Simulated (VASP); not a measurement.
# InSe (R3m) in VASP: settings compared

The runs below take InSe through single point, relaxation of cell and atoms, with LDA, PBE+D3(BJ).

Program: VASP 6.6.1. These are calculated values, not measurements. Logs are shortened: lines on timing, memory, paths and dates and some standing lists are left out, and cuts for length are marked.

## (1) The cell of the first run

Symmetry: R3m, No. 160, trigonal system. The conventional cell has a = 4.021 Å, b = 4.021 Å, c = 25.232 Å, α = 90.00°, β = 90.00°, γ = 120.00°. Within 3.5 Å of In (site symmetry 3m) lie 3 Se at 2.64 Å and 1 In at 2.79 Å. Within 3.5 Å of In (site symmetry 3m) lie 3 Se at 2.64 Å and 1 In at 2.79 Å. Se (site symmetry 3m) has 3 In at 2.64 Å within 3.5 Å. Within 3.5 Å of Se (site symmetry 3m) lie 3 In at 2.64 Å.

## (2) Single point, LDA

INCAR reads:

```
ALGO = Normal
EDIFF = 1E-7
ENCUT = 520
ISIF = 2
ISMEAR = 0
LASPH = True
LCHARG = False
LREAL = False
LWAVE = False
NBANDS = 27
NELM = 100
PREC = Accurate
SIGMA = 0.01
```

KPOINTS reads:

```
k-points
0
Gamma
  8 8 8
```

POSCAR reads:

```
InSe
1.0
    2.0105578926      1.1607961405      8.4106659492
   -2.0105578926      1.1607961405      8.4106659492
    0.0000000000     -2.3215922810      8.4106659492
In Se
2 2
Direct
    0.0004771575      0.0004771575      0.0004771575
    0.1108703958      0.1108703958      0.1108703958
    0.6169580843      0.6169580843      0.6169580843
    0.8276943625      0.8276943625      0.8276943625
```

Potentials or basis: VASP PAW LDA potentials, release 64 (In_d, Se).

Command:

```bash
$ cat potpaw_LDA.64/In_d/POTCAR potpaw_LDA.64/Se/POTCAR > POTCAR
$ mpirun -np 1 vasp_std > vasp.out
```

OUTCAR:

```text
EDIFF = 1E-7
   ENCUT = 520
   ISIF = 2
   ISMEAR = 0
   LASPH = True
   LREAL = False
   NELM = 100
   PREC = Accurate

 ion  position               nearest neighbor table
   1  0.000  0.000  0.000-   3 2.64   3 2.64   3 2.64   2 2.79
   2  0.111  0.111  0.111-   4 2.64   4 2.64   4 2.64   1 2.79
   3  0.617  0.617  0.617-   1 2.64   1 2.64   1 2.64
   4  0.828  0.828  0.828-   2 2.64   2 2.64   2 2.64

  LATTYP: Found a trigonal (rhomboedric) cell.
 ALAT       =     8.7251987042
 COS(alpha) =     0.8938029363

  Lattice vectors:

 A1 = (   2.0105578926,   1.1607961405,   8.4106659492)
 A2 = (  -2.0105578926,   1.1607961405,   8.4106659492)
 A3 = (   0.0000000000,  -2.3215922810,   8.4106659492)

Analysis of symmetry for initial positions (statically):
=====================================================================
 Subroutine PRICEL returns:
 Original cell was already a primitive cell.

 Routine SETGRP: Setting up the symmetry group for a
 trigonal (rhombohedral) supercell.

 Subroutine GETGRP returns: Found  6 space group operations
 (whereof  6 operations were pure point group operations)
 out of a pool of 12 trial point group operations.

The static configuration has the point symmetry C_3v.

Analysis of symmetry for dynamics (positions and initial velocities):
=====================================================================
 Subroutine PRICEL returns:
 Original cell was already a primitive cell.

 Routine SETGRP: Setting up the symmetry group for a
 trigonal (rhombohedral) supercell.

 Subroutine GETGRP returns: Found  6 space group operations
 (whereof  6 operations were pure point group operations)
 out of a pool of 12 trial point group operations.

The dynamic configuration has the point symmetry C_3v.

 Subroutine INISYM returns: Found  6 space group operations
 (whereof  6 operations are pure point group operations),
 and found     1 'primitive' translations

----------------------------------------------------------------------------------------

                                     Primitive cell

  volume of cell :     117.7753

  direct lattice vectors                    reciprocal lattice vectors
     2.010557893  1.160796141  8.410665949     0.248687194  0.143579618  0.039632216
    -2.010557893  1.160796141  8.410665949    -0.248687194  0.143579618  0.039632216
     0.000000000 -2.321592281  8.410665949     0.000000000 -0.287159236  0.039632216

  length of vectors
     8.725198704  8.725198704  8.725198704     0.289881251  0.289881251  0.289881251

  position of ions in fractional coordinates (direct lattice)
     0.000477158  0.000477158  0.000477158
     0.110870396  0.110870396  0.110870396
     0.616958084  0.616958084  0.616958084
     0.827694362  0.827694362  0.827694362

  ion indices of the primitive-cell ions
   primitive index   ion index
                 1           1
                 2           2
                 3           3
                 4           4

----------------------------------------------------------------------------------------

 KPOINTS: k-points

Automatic generation of k-mesh.
 Grid dimensions read from file:
 generate k-points for:    8    8    8

 Generating k-lattice:

  Cartesian coordinates                     Fractional coordinates (reciprocal lattice)
     0.031085899  0.017947452  0.004954027     0.125000000  0.000000000 -0.000000000
    -0.031085899  0.017947452  0.004954027     0.000000000  0.125000000 -0.000000000
     0.000000000 -0.035894905  0.004954027    -0.000000000 -0.000000000  0.125000000

  Length of vectors
     0.036235156  0.036235156  0.036235156

  Shift w.r.t. Gamma in fractional coordinates (k-lattice)
     0.000000000  0.000000000  0.000000000

 Subroutine IBZKPT returns following result:
 ===========================================

 Found     65 irreducible k-points:

 Following reciprocal coordinates:
            Coordinates               Weight
  0.000000  0.000000  0.000000      1.000000
  0.125000  0.000000  0.000000      6.000000
  0.250000  0.000000  0.000000      6.000000
  0.375000  0.000000  0.000000      6.000000
  0.500000  0.000000  0.000000      3.000000
  0.125000  0.125000  0.000000      6.000000
[... 16 lines left out ...]
  0.250000  0.125000  0.125000      6.000000
  0.375000  0.125000  0.125000      6.000000
 [... further k-points ...]
   k-points           NKPTS =     65   k-points in BZ     NKDIM =     65   number of bands    NBANDS=     27
   number of dos      NEDOS =    301   number of ions     NIONS =      4
   total plane-waves  NPLWV = 343000
   dimension x,y,z NGX =    70 NGY =   70 NGZ =   70
   dimension x,y,z NGXF=   140 NGYF=  140 NGZF=  140
   ions per type =               2   2
   NGX,Y,Z   is equivalent  to a cutoff of  13.34, 13.34, 13.34 a.u.
   NGXF,Y,Z  is equivalent  to a cutoff of  26.67, 26.67, 26.67 a.u.
 SYSTEM =  unknown system
   PREC   = accura    normal or accurate (medium, high low for compatibility)
   ISTART =      0    job   : 0-new  1-cont  2-samecut
   ICHARG =      2    charge: 1-file 2-atom 10-const
   ISPIN  =      1    spin polarized calculation?
   LNONCOLLINEAR =      F non collinear calculations
   LSORBIT =      F    spin-orbit coupling
   LASPH  =      T    aspherical Exc in radial PAW
   ENCUT  =  520.0 eV  38.22 Ry    6.18 a.u.  16.22 16.22 16.22*2*pi/ulx,y,z
   NELM   =    100;   NELMIN=  2; NELMDL= -5     # of ELM steps
   EDIFF  = 0.1E-06   stopping-criterion for ELM
   LREAL  =      F    real-space projection
   EDIFFG = 0.1E-05   stopping-criterion for IOM
   NSW    =      0    number of steps for IOM
   IBRION =     -1    ionic relax: 0-MD 1-quasi-New 2-CG
   NFREE  =      0    steps in history (QN), initial steepest desc. (CG)
   ISIF   =      2    stress and relaxation
   ISYM   =      2    0-nonsym 1-usesym 2-fastsym
   POTIM  = 0.5000    time-step for ionic-motion
   TEBEG  =    0.0;   TEEND  =   0.0 temperature during run
   PSTRESS=    0.0 pullay stress
   NELECT =      38.0000    total number of electrons
   NUPDOWN=      -1.0000    fix difference up-down
   EMIN   =  10.00;   EMAX   =-10.00  energy-range for DOS
   EFERMI =   0.00;   METHOD = LEGACY
   ISMEAR =     0;   SIGMA  =   0.01  broadening in eV -4-tet -1-fermi 0-gaus
   EFERMI_NEDOS =   21; number of points for ismear=-14 and -15
   IALGO  =     38    algorithm
   IMIX   =      4    mixing-type and parameters
     AMIX     =   0.40;   BMIX     =  1.00
     AMIX_MAG =   1.60;   BMIX_MAG =  1.00
  volume/ion in A,a.u.               =      29.44       198.70
  Fermi-wavevector in a.u.,A,eV,Ry     =   1.122840  2.121860 17.153820  1.260770
  Thomas-Fermi vector in A             =   2.259503
   LORBIT       =      0    0 simple, 1 ext, 2 COOP (PROOUT), +10 PAW based schemes
   GGA     = CA    functional components
   LHFCALC =     F    Hartree Fock is set to
   AEXX    =    0.0000 exact exchange contribution
   IVDW    =     0    specifies the selected vdW correction
   LEPSILON=     F    determine dielectric tensor
   LRPA    =     F    only Hartree local field effects (RPA)
 non-spin polarized calculation
 Gauss-broadening in eV      SIGMA  =   0.01
  energy-cutoff  :      520.00
  volume of cell :      117.78
 maximum number of plane-waves:      3199
 NGX is ok and might be reduce to    70
   NGX = 33   NGY = 33   NGZ = 33

 number of electron      38.0000001 magnetization

 Free energy of the ion-electron system (eV)
  ---------------------------------------------------
  ext. energy  EPLUGINS =         0.00000000
  ---------------------------------------------------
  free energy    TOTEN  =       -16.64276766 eV

  energy without entropy =      -16.64276766  energy(sigma->0) =      -16.64276766

 E-fermi :   3.9395     XC(G=0):  -9.2248

 val. band max:        3.8933411144   @ k =   0.5000   0.5000   0.5000
 cond. band min:       4.0789797029   @ k =   0.5000   0.5000   0.5000
 fundamental gap:      0.1856385885
 Fermi energy:         3.9395495752

 k-point     1 :       0.0000    0.0000    0.0000
  band No.  band energies     occupation
      1     -10.8955      2.00000
      2     -10.6998      2.00000
      3     -10.6998      2.00000
      4     -10.6126      2.00000
      5     -10.6126      2.00000
      6     -10.6009      2.00000
[... 19 lines left out ...]
     26       9.2254      0.00000
     27      11.1442      0.00000

 k-point     2 :       0.1250    0.0000    0.0000
  band No.  band energies     occupation
      1     -10.8975      2.00000
      2     -10.7587      2.00000
      3     -10.6974      2.00000
      4     -10.6798      2.00000
      5     -10.6053      2.00000
      6     -10.6015      2.00000
[... 19 lines left out ...]
     26       9.5718      0.00000
     27      10.8542      0.00000

 k-point     3 :       0.2500    0.0000    0.0000
  band No.  band energies     occupation
      1     -10.9354      2.00000
      2     -10.8262      2.00000
      3     -10.7991      2.00000
      4     -10.6951      2.00000
      5     -10.6158      2.00000
      6     -10.5750      2.00000
[... 19 lines left out ...]
     26      10.1596      0.00000
     27      10.4469      0.00000

 k-point     4 :       0.3750    0.0000    0.0000
  band No.  band energies     occupation
      1     -11.0053      2.00000
      2     -10.8898      2.00000
      3     -10.8319      2.00000
      4     -10.6959      2.00000
      5     -10.6259      2.00000
      6     -10.5489      2.00000
[... 19 lines left out ...]
     26      10.3432      0.00000
     27      10.9847      0.00000

 k-point     5 :       0.5000    0.0000    0.0000
  band No.  band energies     occupation
      1     -11.0338      2.00000
      2     -10.9223      2.00000
      3     -10.8299      2.00000
      4     -10.6968      2.00000
      5     -10.6300      2.00000
      6     -10.5383      2.00000
[... 19 lines left out ...]
     26      10.1960      0.00000
     27      10.7671      0.00000

 k-point     6 :       0.1250    0.1250    0.0000
  band No.  band energies     occupation
      1     -10.8975      2.00000
      2     -10.7583      2.00000
      3     -10.6975      2.00000
      4     -10.6803      2.00000
      5     -10.6053      2.00000
      6     -10.6015      2.00000
[... 444 lines left out ...]
      1     -11.0263      2.00000
      2     -10.9309      2.00000
      3     -10.8289      2.00000
      4     -10.6973      2.00000
      5     -10.6299      2.00000
      6     -10.5381      2.00000
[... 19 lines left out ...]
     26      10.9825      0.00000
     27      11.5953      0.00000

 k-point    22 :       0.1250    0.1250    0.1250
  band No.  band energies     occupation
      1     -10.8955      2.00000
      2     -10.6998      2.00000
      3     -10.6998      2.00000
      4     -10.6126      2.00000
      5     -10.6126      2.00000
      6     -10.6009      2.00000
[... 19 lines left out ...]
     26       9.2448      0.00000
     27      11.2120      0.00000

 k-point    23 :       0.2500    0.1250    0.1250
  band No.  band energies     occupation
      1     -10.8973      2.00000
      2     -10.7572      2.00000
      3     -10.6974      2.00000
      4     -10.6818      2.00000
      5     -10.6053      2.00000
      6     -10.6015      2.00000
[... 19 lines left out ...]
     26       9.6394      0.00000
     27      10.8956      0.00000

 k-point    24 :       0.3750    0.1250    0.1250
  band No.  band energies     occupation
      1     -10.9334      2.00000
      2     -10.8253      2.00000
      3     -10.8023      2.00000
      4     -10.6951      2.00000
      5     -10.6158      2.00000
      6     -10.5750      2.00000
[... 19 lines left out ...]
     26      10.2023      0.00000
     27      10.6408      0.00000

 [... further k-points ...]
[... 5 lines left out ...]
  --------------------------------------------------------------------------------------
  -------------------------------------------------------------------------------------
  Total       -1.1726639     -1.1726639     -1.2958303     -0.0000000     -0.0000000      0.0000000
  in kB      -15.9525443    -15.9525443    -17.6280607     -0.0000000     -0.0000000      0.0000000
  external PRESSURE =     -16.5110498 kB  Pullay stress =       0.0000000 kB

 VOLUME and BASIS-vectors are now :
 -----------------------------------------------------------------------------
  energy-cutoff  :      520.00
  volume of cell :      117.78
      direct lattice vectors                 reciprocal lattice vectors
     2.010557893  1.160796141  8.410665949     0.248687194  0.143579618  0.039632216
    -2.010557893  1.160796141  8.410665949    -0.248687194  0.143579618  0.039632216
     0.000000000 -2.321592281  8.410665949     0.000000000 -0.287159236  0.039632216

 POSITION                                       TOTAL-FORCE (eV/Angst)
 -----------------------------------------------------------------------------------
      0.00000      0.00000      0.01204         0.000000     -0.000000      0.027240
      0.00000      0.00000      2.79748         0.000000     -0.000000     -0.029706
      0.00000      0.00000     15.56709         0.000000      0.000000      0.094267
      0.00000      0.00000     20.88438         0.000000     -0.000000     -0.091800
 -----------------------------------------------------------------------------------
    total drift:                               -0.000000      0.000000      0.000144

  FREE ENERGIE OF THE ION-ELECTRON SYSTEM (eV)
  ---------------------------------------------------
  free  energy   TOTEN  =       -16.6427676589 eV

  energy  without entropy=      -16.6427676589  energy(sigma->0) =      -16.64276766
```

Wall time 14 min (1 thread of Intel Xeon 6975P-C (Granite Rapids), shared host); peak memory 0.58 GiB.

What came out:

```
Free energy            : -16.6428 eV
Pressure               : -1.7 GPa
Largest force          : 0.094 eV/Å
Band gap on the k mesh : 0.19 eV
```

Forces on the atoms (eV/Å):
```
In   0.000  0.000  0.027
In   0.000  0.000 -0.030
Se   0.000  0.000  0.094
Se   0.000  0.000 -0.092
```

Caveat: spin-orbit coupling is left out, which moves the levels of the heavy elements. A k mesh can miss the band edges.

## (3) Relaxation of cell and atoms, PBE+D3(BJ)

This run uses another cell than the first one, of 29.24 Å³/atom.

INCAR reads:

```
  PREC = Accurate
  ENCUT = 600
  EDIFF = 1E-7
  ISMEAR = -1
  SIGMA = 0.02
  LREAL = F
  LASPH = T
  NELM = 80
  ALGO = Normal
  ISIF = 3
  LWAVE = F
  LCHARG = F
  GGA = PE
  IVDW = 12
  IBRION = 2
  NSW = 80
  EDIFFG = -0.005
```

KPOINTS reads:

```
regular mesh
0
Gamma
  6 6 6
```

POSCAR reads:

```
InSe
1.0
    2.0000000000      1.1547005384      8.4400000000
   -2.0000000000      1.1547005384      8.4400000000
    0.0000000000     -2.3094010768      8.4400000000
In Se
2 2
Direct
    0.0000000000      0.0000000000      0.0000000000
    0.1114000000      0.1114000000      0.1114000000
    0.6165000000      0.6165000000      0.6165000000
    0.8281000000      0.8281000000      0.8281000000
```

Potentials or basis: VASP PAW PBE potentials, release 64 (In_d, Se).

Command:

```bash
$ cat potpaw_PBE.64/In_d/POTCAR potpaw_PBE.64/Se/POTCAR > POTCAR
$ mpirun -np 1 vasp_std > vasp.out
```

Run time: 54 min. Hardware: 1 thread of Intel Xeon 6975P-C (Granite Rapids), shared host; peak memory 0.77 GiB.

Results (log left out):

```
Free energy                           : -15.3493 eV
Relaxed volume                        : 29.33 Å³/atom
Relaxed cell                          : a = 8.619 Å, b = 8.619 Å, c = 8.619 Å, α = 27.11°, β = 27.11°, γ = 27.11°
Space group after relaxing (to 0.1 Å) : R3m (No. 160)
Energy gained by relaxing             : 4.8 meV/atom
Ionic steps                           : 15
Pressure after relaxing               : 0.0 GPa
Largest force after relaxing          : 0.005 eV/Å
Band gap on the k mesh                : 0.27 eV
Dispersion energy per atom            : -0.299 eV
```

Forces in eV/Å, atoms in the order of the input:
```
In   0.000  0.000  0.003
In   0.000  0.000 -0.005
Se   0.000  0.000  0.002
Se   0.000  0.000  0.000
```

The path:
| step | energy change (eV) | largest force (eV/Å) | pressure (GPa) | volume (Å³) |
| --- | --- | --- | --- | --- |
| 1 | 0.0000 | 0.3847 | 1.05 | 116.95 |
| 2 | -0.0108 | 0.2006 | -0.77 | 120.22 |
| 3 | -0.0159 | 0.0240 | -0.15 | 119.02 |
| 4 | -0.0166 | 0.0339 | -0.03 | 118.64 |
| 5 | -0.0167 | 0.0466 | 0.02 | 118.49 |
| 6 | -0.0170 | 0.0386 | 0.02 | 118.44 |
| 7 | -0.0179 | 0.0449 | 0.00 | 118.29 |
| 8 | -0.0186 | 0.0564 | -0.02 | 117.98 |
| 9 | -0.0190 | 0.0255 | -0.07 | 117.84 |
| 10 | -0.0190 | 0.0136 | -0.08 | 117.78 |
| 11 | -0.0190 | 0.0295 | -0.11 | 117.67 |
| 12 | -0.0191 | 0.0197 | -0.10 | 117.72 |
| 13 | -0.0192 | 0.0094 | 0.05 | 117.16 |
| 14 | -0.0192 | 0.0074 | 0.02 | 117.26 |
| 15 | -0.0193 | 0.0047 | -0.01 | 117.31 |

Final structure:
```yaml
crystal:
  lattice:
    - [2.02025, 1.16639, 8.29760]
    - [-2.02025, 1.16639, 8.29760]
    - [0.00000, -2.33278, 8.29760]
  atoms:
    - { symbol: In, position: [0.99957, 0.99957, 0.99957] }
    - { symbol: In, position: [0.11182, 0.11182, 0.11182] }
    - { symbol: Se, position: [0.61464, 0.61464, 0.61464] }
    - { symbol: Se, position: [0.82998, 0.82998, 0.82998] }
```

Levels at points of the mesh, in eV from the valence-band top:
```csv
k point,band 17,band 18,band 19,band 20,band 21,band 22
"(0.00, 0.00, 0.00)",-1.40,-1.25,-1.25,1.67,1.99,4.22
"(0.50, 0.00, 0.00)",-2.40,-2.22,-1.68,1.09,1.91,3.65
"(0.50, 0.50, 0.00)",-2.56,-2.03,-1.52,1.05,1.93,3.27
"(0.50, 0.50, 0.50)",-1.18,-1.18,0.00,0.27,2.07,4.12
```

Caveat: spin-orbit coupling is left out, which moves the levels of the heavy elements. Zero-point motion and thermal expansion aren't in these numbers.
